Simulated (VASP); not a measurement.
# BaTiO3 (P4mm) in VASP: vibrations by perturbation theory with PBEsol

Aim: the vibrations by perturbation theory of BaTiO3 with PBEsol.

All numbers are computed with VASP 6.6.1; they aren't measurements. Logs are shortened: lines on timing, memory, paths and dates and some standing lists are left out, and cuts for length are marked.

## (1) The cell of the first run

The structure is tetragonal, space group P4mm (No. 99). Conventional cell: a = 4.000 Å, b = 4.000 Å, c = 4.018 Å, α = 90.00°, β = 90.00°, γ = 90.00°. Ba (site symmetry 4mm) has 12 O at 2.79 to 2.88 Å and 8 Ti at 3.45 to 3.49 Å within 3.7 Å. Within 2.5 Å of Ti (site symmetry 4mm) lie 6 O at 1.89 to 2.13 Å. Within 2.5 Å of O (site symmetry 4mm) lie 2 Ti at 1.89 to 2.13 Å. O (site symmetry 2mm) has 2 Ti at 2.00 Å and 4 Ba at 2.79 to 2.88 Å and 8 O at 2.83 to 2.84 Å within 2.9 Å.

## (2) Vibrations by perturbation theory, PBEsol

INCAR reads:

```
PREC = Accurate
ENCUT = 520
EDIFF = 1E-8
ISMEAR = -1
SIGMA = 0.02
LREAL = F
LASPH = T
NELM = 60
ALGO = Normal
ISIF = 2
LWAVE = F
LCHARG = F
GGA = PS
IBRION = 8
NSW = 1
```

KPOINTS reads:

```
regular mesh
0
Gamma
  4 4 4
```

POSCAR reads:

```
BaTiO3
1.0
    3.9998000000      0.0000000000      0.0000000000
    0.0000000000      3.9998000000      0.0000000000
    0.0000000000      0.0000000000      4.0180000000
Ba Ti O
1 1 3
Direct
    0.0000000000      0.0000000000      0.0000000000
    0.5000000000      0.5000000000      0.4900000000
    0.5000000000      0.5000000000      0.0190000000
    0.5000000000      0.0000000000      0.5170000000
    0.0000000000      0.5000000000      0.5170000000
```

Potentials or basis: VASP PAW PBE potentials, release 64 (Ba_sv, Ti_sv, O).

The run is started by

```bash
cat potpaw_PBE.64/Ba_sv/POTCAR potpaw_PBE.64/Ti_sv/POTCAR potpaw_PBE.64/O/POTCAR > POTCAR
mpirun -np 1 vasp_std > vasp.out
```

OUTCAR:

```text
PREC = Accurate
   ENCUT = 520
   EDIFF = 1E-8
   ISMEAR = -1
   LREAL = F
   LASPH = T
   NELM = 60
   ISIF = 2
   GGA = PS
   IBRION = 8
   NSW = 1

 ion  position               nearest neighbor table
   1  0.000  0.000  0.000-   4 2.79   5 2.79   5 2.79   4 2.79   3 2.83   3 2.83   3 2.83   3 2.83
                             4 2.88   5 2.88   5 2.88   4 2.88   2 3.45   2 3.45   2 3.45   2 3.45
   2  0.500  0.500  0.490-   3 1.89   4 2.00   5 2.00   4 2.00   5 2.00   3 2.13   1 3.45   1 3.45
                             1 3.45   1 3.45   1 3.49   1 3.49   1 3.49   1 3.49
   3  0.500  0.500  0.019-   2 1.89   2 2.13   1 2.83   1 2.83   1 2.83   1 2.83
   4  0.500  0.000  0.517-   2 2.00   2 2.00   1 2.79   1 2.79   1 2.88   1 2.88
   5  0.000  0.500  0.517-   2 2.00   2 2.00   1 2.79   1 2.79   1 2.88   1 2.88

  LATTYP: Found a simple tetragonal cell.
 ALAT       =     3.9998000000
 C/A-ratio  =     1.0045502275

  Lattice vectors:

 A1 = (   3.9998000000,   0.0000000000,   0.0000000000)
 A2 = (   0.0000000000,   3.9998000000,   0.0000000000)
 A3 = (   0.0000000000,   0.0000000000,   4.0180000000)

Analysis of symmetry for initial positions (statically):
=====================================================================
 Subroutine PRICEL returns:
 Original cell was already a primitive cell.

 Routine SETGRP: Setting up the symmetry group for a
 simple tetragonal supercell.

 Subroutine GETGRP returns: Found  8 space group operations
 (whereof  8 operations were pure point group operations)
 out of a pool of 16 trial point group operations.

The static configuration has the point symmetry C_4v.

Analysis of symmetry for dynamics (positions and initial velocities):
=====================================================================
 Subroutine PRICEL returns:
 Original cell was already a primitive cell.

 Routine SETGRP: Setting up the symmetry group for a
 simple tetragonal supercell.

 Subroutine GETGRP returns: Found  8 space group operations
 (whereof  8 operations were pure point group operations)
 out of a pool of 16 trial point group operations.

The dynamic configuration has the point symmetry C_4v.

 Subroutine INISYM returns: Found  8 space group operations
 (whereof  8 operations are pure point group operations),
 and found     1 'primitive' translations

----------------------------------------------------------------------------------------

                                     Primitive cell

  volume of cell :      64.2816

  direct lattice vectors                    reciprocal lattice vectors
     3.999800000  0.000000000  0.000000000     0.250012501  0.000000000  0.000000000
     0.000000000  3.999800000  0.000000000     0.000000000  0.250012501  0.000000000
     0.000000000  0.000000000  4.018000000     0.000000000  0.000000000  0.248880040

[... 631 lines left out ...]
  Total       -0.9378431     -0.9378431     -0.5316292      0.0000000     -0.0000000      0.0000000
  in kB      -23.3751423    -23.3751423    -13.2505190      0.0000000     -0.0000000      0.0000000
  external PRESSURE =     -20.0002678 kB  Pullay stress =       0.0000000 kB

 VOLUME and BASIS-vectors are now :
 -----------------------------------------------------------------------------
  energy-cutoff  :      520.00
  volume of cell :       64.28
      direct lattice vectors                 reciprocal lattice vectors
     3.999800000  0.000000000  0.000000000     0.250012501  0.000000000  0.000000000
     0.000000000  3.999800000  0.000000000     0.000000000  0.250012501  0.000000000
     0.000000000  0.000000000  4.018000000     0.000000000  0.000000000  0.248880040

 POSITION                                       TOTAL-FORCE (eV/Angst)
 -----------------------------------------------------------------------------------
      0.00000      0.00000      0.00000        -0.000000      0.000000      0.052138
      1.99990      1.99990      1.96882        -0.000000     -0.000000     -0.228715
      1.99990      1.99990      0.07634        -0.000000     -0.000000      0.354992
      1.99990      0.00000      2.07731        -0.000000      0.000000     -0.089207
      0.00000      1.99990      2.07731         0.000000      0.000000     -0.089207
 -----------------------------------------------------------------------------------
    total drift:                                0.000000      0.000000      0.000156

  FREE ENERGIE OF THE ION-ELECTRON SYSTEM (eV)
  ---------------------------------------------------
  free  energy   TOTEN  =       -41.9775841089 eV

  energy  without entropy=      -41.9775841089  energy(sigma->0) =      -41.97758411

[... ionic steps 2 to 12 ...]

--------------------------------------- Ionic step       13  -------------------------------------------

------------------------ aborting loop because EDIFF is reached ----------------------------------------

--------------------------------------- Ionic step       14  -------------------------------------------

------------------------ aborting loop because EDIFF is reached ----------------------------------------

--------------------------------------- Ionic step       15  -------------------------------------------

 Free energy of the ion-electron system (eV)
  ---------------------------------------------------
  ---------------------------------------------------
  free energy    TOTEN  =        -0.36805365 eV

  energy without entropy =       -0.36805365

------------------------ aborting loop because EDIFF is reached ----------------------------------------

 INTERNAL STRAIN TENSOR  FOR ION    4  DIRECTION 3   (eV/Angst):
 -----------------------------------------------------------------------------
     1.11407  0.00000  0.00000
     0.00000 -2.11805  0.00000
     0.00000  0.00000 -0.01080

 INTERNAL STRAIN TENSOR FOR ION    5 for displacements in x,y,z  (eV/Angst):
          X           Y           Z          XY          YZ          ZX
  --------------------------------------------------------------------------------
  x     0.00000     0.00000     0.00000     0.00000     0.00000     0.10837
  y     0.00000     0.00000     0.00000     0.00000     1.06310     0.00000
  z    -2.11805     1.11407    -0.01080     0.00000     0.00000     0.00000

 SECOND DERIVATIVES (NOT SYMMETRIZED)
 ------------------------------------
               1X          1Y          1Z          2X          2Y          2Z          3X          3Y          3Z          4X          4Y          4Z          5X          5Y          5Z
  1X    -6.242206    0.000000    0.000000    3.372957    0.000000    0.000000    0.840022    0.000000    0.000000    0.791380    0.000000    0.000000    1.237847    0.000000    0.000000
  1Y     0.000000   -6.242206    0.000000    0.000000    3.372957    0.000000    0.000000    0.840022    0.000000    0.000000    1.237847    0.000000    0.000000    0.791380    0.000000
  1Z     0.000000    0.000000   -6.139426    0.000000    0.000000    3.543852    0.000000    0.000000    1.084750    0.000000   -0.000000    0.755412    0.000000   -0.000000    0.755412
  2X     3.369646    0.000000    0.000000    1.139326    0.000000    0.000000    0.600088    0.000000    0.000000    0.364249    0.000000    0.000000   -5.473309    0.000000    0.000000
  2Y     0.000000    3.369646    0.000000    0.000000    1.139326    0.000000    0.000000    0.600088    0.000000    0.000000   -5.473309    0.000000    0.000000    0.364249    0.000000
  2Z     0.000000   -0.000000    3.532714    0.000000   -0.000000   -5.804532    0.000000    0.000000   -0.479799    0.000000   -0.000000    1.375808    0.000000    0.000000    1.375808
  3X     0.834915    0.000000    0.000000    0.546974    0.000000    0.000000   -5.220136    0.000000    0.000000   -0.563167    0.000000    0.000000    4.401413    0.000000    0.000000
  3Y     0.000000    0.834915    0.000000    0.000000    0.546974    0.000000    0.000000   -5.220136    0.000000    0.000000    4.401413    0.000000    0.000000   -0.563167    0.000000
  3Z     0.000000    0.000000    1.086957    0.000000    0.000000   -0.502015    0.000000   -0.000000   -8.629834    0.000000    0.000000    4.022446    0.000000    0.000000    4.022446
  4X     0.789489    0.000000    0.000000    0.359281    0.000000    0.000000   -0.554416    0.000000    0.000000   -5.231479    0.000000    0.000000    4.637125    0.000000    0.000000
  4Y     0.000000    1.245651    0.000000    0.000000   -5.479781    0.000000    0.000000    4.392423    0.000000    0.000000   -4.787343    0.000000    0.000000    4.629051    0.000000
  4Z     0.000000    0.000000    0.751990    0.000000    0.000000    1.374642    0.000000    0.000000    4.043774    0.000000    0.000000   -5.570092    0.000000    0.000000   -0.600314
  5X     1.245651    0.000000    0.000000   -5.479781    0.000000    0.000000    4.392423    0.000000    0.000000    4.629051    0.000000    0.000000   -4.787343    0.000000    0.000000
  5Y     0.000000    0.789489    0.000000    0.000000    0.359281    0.000000    0.000000   -0.554416    0.000000    0.000000    4.637125    0.000000    0.000000   -5.231479    0.000000
  5Z     0.000000    0.000000    0.751990    0.000000    0.000000    1.374642    0.000000    0.000000    4.043774    0.000000    0.000000   -0.600314    0.000000    0.000000   -5.570092

 Eigenvectors and eigenvalues of the dynamical matrix
 ----------------------------------------------------

   1 f  =   14.259632 THz    89.595911 2PiTHz  475.650131 cm-1    58.973074 meV
             X         Y         Z           dx          dy          dz
      0.000000  0.000000  0.000000    -0.000000    0.000000    0.009099
      1.999900  1.999900  1.968820     0.000000   -0.000000   -0.082073
      1.999900  1.999900  0.076342    -0.000000    0.000000   -0.772590
      1.999900  0.000000  2.077306    -0.000000   -0.000000    0.445133
      0.000000  1.999900  2.077306     0.000000    0.000000    0.445133
[... 105 lines left out ...]
  15 f/i=    6.797799 THz    42.711833 2PiTHz  226.750179 cm-1    28.113426 meV
             X         Y         Z           dx          dy          dz
      0.000000  0.000000  0.000000     0.005141   -0.005189   -0.000000
      1.999900  1.999900  1.968820     0.474720   -0.479176    0.000000
      1.999900  1.999900  0.076342    -0.195506    0.197342    0.000000
      1.999900  0.000000  2.077306    -0.215977    0.434241    0.000000
      0.000000  1.999900  2.077306    -0.430202    0.218004    0.000000

--------------------------------------------------------------------------------------------------------

 ELASTIC MODULI CONTR FROM IONIC RELAXATION (kBar)
 Direction    XX          YY          ZZ          XY          YZ          ZX
 --------------------------------------------------------------------------------
 XX         -44.5368      7.8548   -166.8890      0.0000      0.0000      0.0000
 YY           7.8548    -44.5368   -166.8890      0.0000      0.0000      0.0000
 ZZ        -166.8890   -166.8890  -1857.4840      0.0000      0.0000      0.0000
 XY           0.0000      0.0000      0.0000      0.0000      0.0000      0.0000
 YZ           0.0000      0.0000      0.0000      0.0000     -6.8309      0.0000
 ZX           0.0000      0.0000      0.0000      0.0000      0.0000     -4.9654
 --------------------------------------------------------------------------------
```

It took 20 min on 1 thread of Intel Xeon Platinum 8259CL at 2.50GHz (Skylake/Cascade Lake), shared host; peak memory 0.32 GiB.

What came out:

```
Highest phonon frequency at Γ, LO-TO splitting left out : 476 cm⁻¹
Most unstable mode                                      : 227i cm⁻¹
```

Phonon frequencies in cm⁻¹ (negative: imaginary):
```tsv
q point	frequencies
(0.000, 0.000, 0.000)	-227 -227 0 0 0 169 173 173 204 282 282 291 455 455 476
```

Caveat: the k points lie up to 0.39 Å⁻¹ apart; the cell stands under pressure or tension, which shifts response properties; some modes are imaginary; the PAW data sets were made with another functional, which shifts forces and pressure a little; spin-orbit coupling is left out, which moves the levels of the heavy elements.
